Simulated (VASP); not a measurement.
# Sr (Fm-3m) in VASP: notebook

The runs below take Sr through single point, with r2SCAN.

Program: VASP 6.6.1. These are calculated values, not measurements. Logs are shortened: lines on timing, memory, paths and dates and some standing lists are left out, and cuts for length are marked.

## Step 1: The cell of the first run

The structure is cubic, space group Fm-3m (No. 225). The conventional cell has a = 6.100 Å, b = 6.100 Å, c = 6.100 Å, α = 90.00°, β = 90.00°, γ = 90.00°. Sr (site symmetry m-3m) has 12 Sr at 4.31 Å within 5.7 Å.

## Step 2: Single point, r2SCAN

POSCAR reads:

```
Sr
1.0
    0.0000000000      3.0498744056      3.0498744056
    3.0498744056      0.0000000000      3.0498744056
    3.0498744056      3.0498744056      0.0000000000
Sr
1
Direct
    0.0000000000      0.0000000000      0.0000000000
```

INCAR.step1 reads:

```
PREC = Accurate
ENCUT = 520
ISMEAR = 0
SIGMA = 0.1
LREAL = False
LASPH = True
NELM = 60
NBANDS = 11
GGA = PE
ALGO = Normal
EDIFF = 1E-4
LWAVE = True
LCHARG = False
```

INCAR.step2 reads:

```
PREC = Accurate
ENCUT = 520
EDIFF = 1E-6
ISMEAR = 0
SIGMA = 0.1
LREAL = False
LASPH = True
NELM = 60
ALGO = Normal
ISIF = 2
LWAVE = False
LCHARG = False
METAGGA = R2SCAN
LMIXTAU = True
NBANDS = 11
ISTART = 1
```

KPOINTS reads:

```
Automatic mesh
0
Gamma
  12 12 12
```

Potentials or basis: VASP PAW PBE potentials, release 64 (Sr_sv).

On the command line:

```bash
> cat potpaw_PBE.64/Sr_sv/POTCAR > POTCAR
> cp INCAR.step1 INCAR
> mpirun -np 1 vasp_std > vasp.out
> cp INCAR.step2 INCAR
> mpirun -np 1 vasp_std > vasp.out
```

OUTCAR:

```text
PREC = Accurate
   ENCUT = 520
   EDIFF = 1E-6
   ISMEAR = 0
   LREAL = False
   LASPH = True
   NELM = 60
   ISIF = 2
   METAGGA = R2SCAN
   ISTART = 1

 ion  position               nearest neighbor table
   1  0.000  0.000  0.000-

  LATTYP: Found a face centered cubic cell.
 ALAT       =     6.0997488112

  Lattice vectors:

 A1 = (   0.0000000000,   3.0498744056,   3.0498744056)
 A2 = (   3.0498744056,   0.0000000000,   3.0498744056)
 A3 = (   3.0498744056,   3.0498744056,   0.0000000000)

Analysis of symmetry for initial positions (statically):
=====================================================================
 Subroutine PRICEL returns:
 Original cell was already a primitive cell.

 Routine SETGRP: Setting up the symmetry group for a
 face centered cubic supercell.

 Subroutine GETGRP returns: Found 48 space group operations
 (whereof 48 operations were pure point group operations)
 out of a pool of 48 trial point group operations.

The static configuration has the point symmetry O_h .

Analysis of symmetry for dynamics (positions and initial velocities):
=====================================================================
 Subroutine PRICEL returns:
 Original cell was already a primitive cell.

 Routine SETGRP: Setting up the symmetry group for a
 face centered cubic supercell.

 Subroutine GETGRP returns: Found 48 space group operations
 (whereof 48 operations were pure point group operations)
 out of a pool of 48 trial point group operations.

The dynamic configuration has the point symmetry O_h .

 Subroutine INISYM returns: Found 48 space group operations
 (whereof 48 operations are pure point group operations),
 and found     1 'primitive' translations

----------------------------------------------------------------------------------------

                                     Primitive cell

  volume of cell :      56.7382

  direct lattice vectors                    reciprocal lattice vectors
     0.000000000  3.049874406  3.049874406    -0.163941177  0.163941177  0.163941177
     3.049874406  0.000000000  3.049874406     0.163941177 -0.163941177  0.163941177
     3.049874406  3.049874406  0.000000000     0.163941177  0.163941177 -0.163941177

  length of vectors
     4.313173748  4.313173748  4.313173748     0.283954448  0.283954448  0.283954448

  position of ions in fractional coordinates (direct lattice)
     0.000000000  0.000000000  0.000000000

  ion indices of the primitive-cell ions
   primitive index   ion index
                 1           1

----------------------------------------------------------------------------------------

 KPOINTS: Automatic mesh

Automatic generation of k-mesh.
 Grid dimensions read from file:
 generate k-points for:   12   12   12

 Generating k-lattice:

  Cartesian coordinates                     Fractional coordinates (reciprocal lattice)
    -0.013661765  0.013661765  0.013661765     0.083333333  0.000000000  0.000000000
     0.013661765 -0.013661765  0.013661765     0.000000000  0.083333333  0.000000000
     0.013661765  0.013661765 -0.013661765     0.000000000  0.000000000  0.083333333

  Length of vectors
     0.023662871  0.023662871  0.023662871

  Shift w.r.t. Gamma in fractional coordinates (k-lattice)
     0.000000000  0.000000000  0.000000000

 Subroutine IBZKPT returns following result:
 ===========================================

 Found     72 irreducible k-points:

 Following reciprocal coordinates:
            Coordinates               Weight
  0.000000  0.000000  0.000000      1.000000
  0.083333  0.000000  0.000000      8.000000
  0.166667  0.000000  0.000000      8.000000
  0.250000  0.000000  0.000000      8.000000
  0.333333  0.000000  0.000000      8.000000
  0.416667  0.000000  0.000000      8.000000
[... 16 lines left out ...]
  0.500000  0.166667  0.000000     24.000000
 -0.416667  0.166667  0.000000     24.000000
 [... further k-points ...]
   k-points           NKPTS =     72   k-points in BZ     NKDIM =     72   number of bands    NBANDS=     11
   number of dos      NEDOS =    301   number of ions     NIONS =      1
   total plane-waves  NPLWV =  32768
   dimension x,y,z NGX =    32 NGY =   32 NGZ =   32
   dimension x,y,z NGXF=    64 NGYF=   64 NGZF=   64
   ions per type =               1
   NGX,Y,Z   is equivalent  to a cutoff of  12.33, 12.33, 12.33 a.u.
   NGXF,Y,Z  is equivalent  to a cutoff of  24.67, 24.67, 24.67 a.u.
 SYSTEM =  unknown system
   PREC   = accura    normal or accurate (medium, high low for compatibility)
   ISTART =      1    job   : 0-new  1-cont  2-samecut
   ICHARG =      0    charge: 1-file 2-atom 10-const
   ISPIN  =      1    spin polarized calculation?
   LNONCOLLINEAR =      F non collinear calculations
   LSORBIT =      F    spin-orbit coupling
   LASPH  =      T    aspherical Exc in radial PAW
   ENCUT  =  520.0 eV  38.22 Ry    6.18 a.u.   8.02  8.02  8.02*2*pi/ulx,y,z
   NELM   =     60;   NELMIN=  2; NELMDL=  0     # of ELM steps
   EDIFF  = 0.1E-05   stopping-criterion for ELM
   LREAL  =      F    real-space projection
   EDIFFG = 0.1E-04   stopping-criterion for IOM
   NSW    =      0    number of steps for IOM
   IBRION =     -1    ionic relax: 0-MD 1-quasi-New 2-CG
   NFREE  =      0    steps in history (QN), initial steepest desc. (CG)
   ISIF   =      2    stress and relaxation
   ISYM   =      2    0-nonsym 1-usesym 2-fastsym
   POTIM  = 0.5000    time-step for ionic-motion
   TEBEG  =    0.0;   TEEND  =   0.0 temperature during run
   PSTRESS=    0.0 pullay stress
   NELECT =      10.0000    total number of electrons
   NUPDOWN=      -1.0000    fix difference up-down
   EMIN   =  10.00;   EMAX   =-10.00  energy-range for DOS
   EFERMI =   0.00;   METHOD = LEGACY
   ISMEAR =     0;   SIGMA  =   0.10  broadening in eV -4-tet -1-fermi 0-gaus
   EFERMI_NEDOS =   21; number of points for ismear=-14 and -15
   IALGO  =     38    algorithm
   IMIX   =      4    mixing-type and parameters
     AMIX     =   0.40;   BMIX     =  1.00
     AMIX_MAG =   1.60;   BMIX_MAG =  1.00
  volume/ion in A,a.u.               =      56.74       382.89
  Fermi-wavevector in a.u.,A,eV,Ry     =   0.917874  1.734530 11.462799  0.842492
  Thomas-Fermi vector in A             =   2.042892
   LORBIT       =      0    0 simple, 1 ext, 2 COOP (PROOUT), +10 PAW based schemes
   METAGGA = R2SCAN    functional components
   LHFCALC =     F    Hartree Fock is set to
   AEXX    =    0.0000 exact exchange contribution
   IVDW    =     0    specifies the selected vdW correction
   LEPSILON=     F    determine dielectric tensor
   LRPA    =     F    only Hartree local field effects (RPA)
 non-spin polarized calculation
 Gauss-broadening in eV      SIGMA  =   0.10
  energy-cutoff  :      520.00
  volume of cell :       56.74
 maximum number of plane-waves:      1546
   NGX = 17   NGY = 17   NGZ = 17

 number of electron      10.0000000 magnetization

 Free energy of the ion-electron system (eV)
  ---------------------------------------------------
  ext. energy  EPLUGINS =         0.00000000
  ---------------------------------------------------
  free energy    TOTEN  =       -15.10116007 eV

  energy without entropy =      -15.09215821  energy(sigma->0) =      -15.09665914

 E-fermi :   1.4831     XC(G=0):  -7.6934

 val. band max:        1.4626366806   @ k =  -0.4167   0.2500   0.0000
 cond. band min:       1.4850555557   @ k =   0.5000   0.0833   0.0000
 fundamental gap:      0.0224188751
 Fermi energy:         1.4830951884

 k-point     1 :       0.0000    0.0000    0.0000
  band No.  band energies     occupation
      1     -36.5848      2.00000
      2     -17.8481      2.00000
      3     -17.8481      2.00000
      4     -17.8481      2.00000
      5      -2.2882      2.00000
      6       4.1660      0.00000
      7       4.1660      0.00000
      8       4.1660      0.00000
      9       5.6650      0.00000
     10       5.6650      0.00000
     11       8.9257      0.00000

 k-point     2 :       0.0833    0.0000    0.0000
  band No.  band energies     occupation
      1     -36.5839      2.00000
      2     -17.8607      2.00000
      3     -17.8498      2.00000
      4     -17.8498      2.00000
      5      -2.1737      2.00000
      6       3.9688      0.00000
      7       4.2193      0.00000
      8       4.2193      0.00000
      9       5.5894      0.00000
     10       5.5894      0.00000
     11       9.2309      0.00000

 k-point     3 :       0.1667    0.0000    0.0000
  band No.  band energies     occupation
      1     -36.5815      2.00000
      2     -17.8949      2.00000
      3     -17.8543      2.00000
      4     -17.8543      2.00000
      5      -1.8402      2.00000
      6       3.5005      0.00000
      7       4.3206      0.00000
      8       4.3206      0.00000
      9       5.4809      0.00000
     10       5.4809      0.00000
     11       9.4310      0.00000

 k-point     4 :       0.2500    0.0000    0.0000
  band No.  band energies     occupation
      1     -36.5782      2.00000
      2     -17.9410      2.00000
      3     -17.8605      2.00000
      4     -17.8605      2.00000
      5      -1.3180      2.00000
      6       2.9381      0.00000
      7       4.3062      0.00000
      8       4.3062      0.00000
      9       5.6031      0.00000
     10       5.6031      0.00000
     11       8.6665      0.00000
[... 239 lines left out ...]
 k-point    22 :       0.4167    0.1667    0.0000
  band No.  band energies     occupation
      1     -36.5723      2.00000
      2     -17.9931      2.00000
      3     -17.8902      2.00000
      4     -17.8832      2.00000
      5      -0.0903      2.00000
      6       2.1736      0.00000
      7       3.4658      0.00000
      8       4.4481      0.00000
      9       5.8334      0.00000
     10       6.6479      0.00000
     11       7.9484      0.00000

 k-point    23 :       0.5000    0.1667    0.0000
  band No.  band energies     occupation
      1     -36.5706      2.00000
      2     -18.0126      2.00000
      3     -17.8999      2.00000
      4     -17.8833      2.00000
      5       0.5931      2.00000
      6       1.6522      0.01677
      7       3.3539      0.00000
      8       4.3357      0.00000
      9       6.3616      0.00000
     10       6.7564      0.00000
     11       7.3671      0.00000

 k-point    24 :      -0.4167    0.1667    0.0000
  band No.  band energies     occupation
      1     -36.5704      2.00000
      2     -18.0141      2.00000
      3     -17.9059      2.00000
      4     -17.8796      2.00000
      5       0.7769      2.00000
      6       1.5221      0.58168
      7       3.3071      0.00000
      8       4.2962      0.00000
      9       6.4111      0.00000
     10       6.7129      0.00000
     11       7.3985      0.00000

 [... further k-points ...]
[... 5 lines left out ...]
  --------------------------------------------------------------------------------------
  -------------------------------------------------------------------------------------
  Total        0.0046424      0.0046424      0.0046424      0.0000000      0.0000000     -0.0000000
  in kB        0.1310915      0.1310915      0.1310915      0.0000000      0.0000000     -0.0000000
  external PRESSURE =       0.1310915 kB  Pullay stress =       0.0000000 kB

 VOLUME and BASIS-vectors are now :
 -----------------------------------------------------------------------------
  energy-cutoff  :      520.00
  volume of cell :       56.74
      direct lattice vectors                 reciprocal lattice vectors
     0.000000000  3.049874406  3.049874406    -0.163941177  0.163941177  0.163941177
     3.049874406  0.000000000  3.049874406     0.163941177 -0.163941177  0.163941177
     3.049874406  3.049874406  0.000000000     0.163941177  0.163941177 -0.163941177

 POSITION                                       TOTAL-FORCE (eV/Angst)
 -----------------------------------------------------------------------------------
      0.00000      0.00000      0.00000         0.000000      0.000000      0.000000
 -----------------------------------------------------------------------------------
    total drift:                                0.000000      0.000000      0.000000

  FREE ENERGIE OF THE ION-ELECTRON SYSTEM (eV)
  ---------------------------------------------------
  free  energy   TOTEN  =       -15.1011600732 eV

  energy  without entropy=      -15.0921582066  energy(sigma->0) =      -15.09665914
```

Wall time 54 s (1 thread of Intel Xeon 6975P-C (Granite Rapids), shared host); peak memory 0.2 GiB.

Results:

* Free energy: -15.1012 eV
* Pressure: 0.0 GPa
* Band gap on the k mesh: zero (bands 5 and 6 overlap by 0.19 eV)

Levels at points of the mesh, in eV from the Fermi level:
```csv
k point,band 1,band 2,band 3,band 4,band 5,band 6,band 7,band 8,band 9,band 10
"(0.00, 0.00, 0.00)",-38.07,-19.33,-19.33,-19.33,-3.77,2.68,2.68,2.68,4.18,4.18
"(0.50, 0.00, 0.00)",-38.05,-19.51,-19.36,-19.36,-1.03,-0.06,2.49,2.49,5.23,5.23
"(0.50, 0.50, 0.00)",-38.05,-19.50,-19.40,-19.40,-0.55,0.53,0.99,5.23,5.53,5.53
```

Caveat: the PAW data sets were made with another functional, which shifts forces and pressure a little.

## Step 3: Single point, r2SCAN

POSCAR is that of step 2.

INCAR.step1 reads:

```
SYSTEM = Sr
PREC = Accurate ; ENCUT = 520
ISMEAR = 0 ; SIGMA = 0.1
LREAL = .FALSE. ; LASPH = .TRUE.
NELM = 80 ; NBANDS = 11
GGA = PE ; ALGO = Normal
EDIFF = 1E-4 ; LWAVE = .TRUE.
LCHARG = .FALSE.
```

INCAR.step2 reads:

```
SYSTEM = Sr
PREC = Accurate ; ENCUT = 520
EDIFF = 1E-7 ; ISMEAR = 0
SIGMA = 0.1 ; LREAL = .FALSE.
LASPH = .TRUE. ; NELM = 80
ALGO = Normal ; ISIF = 2
LWAVE = .FALSE. ; LCHARG = .FALSE.
METAGGA = R2SCAN ; LMIXTAU = .TRUE.
NBANDS = 11 ; ISTART = 1
```

KPOINTS reads:

```
Automatic mesh
0
G
  12 12 12
  0 0 0
```

Potentials or basis: VASP PAW PBE potentials, release 64 (Sr_sv).

On the command line:

```bash
> cat potpaw_PBE.64/Sr_sv/POTCAR > POTCAR
> cp INCAR.step1 INCAR
> mpirun -np 1 vasp_std > vasp.out
> cp INCAR.step2 INCAR
> mpirun -np 1 vasp_std > vasp.out
```

Run time: 59 s. Hardware: 1 thread of Intel Xeon 6975P-C (Granite Rapids), shared host; peak memory 0.2 GiB.

It converged, with:

| Property | Result |
| --- | --- |
| Free energy | -15.1012 eV |
| Pressure | 0.0 GPa |
| Band gap on the k mesh | zero (bands 5 and 6 overlap by 0.19 eV) |

Levels at points of the mesh, in eV from the Fermi level:
| k point | band 3 | band 4 | band 5 | band 6 | band 7 | band 8 |
| --- | --- | --- | --- | --- | --- | --- |
| (0.00, 0.00, 0.00) | -19.33 | -19.33 | -3.77 | 2.68 | 2.68 | 2.68 |
| (0.50, 0.00, 0.00) | -19.36 | -19.36 | -1.03 | -0.06 | 2.49 | 2.49 |
| (0.50, 0.50, 0.00) | -19.40 | -19.40 | -0.55 | 0.53 | 0.99 | 5.23 |

Caveat: the PAW data sets were made with another functional, which shifts forces and pressure a little.
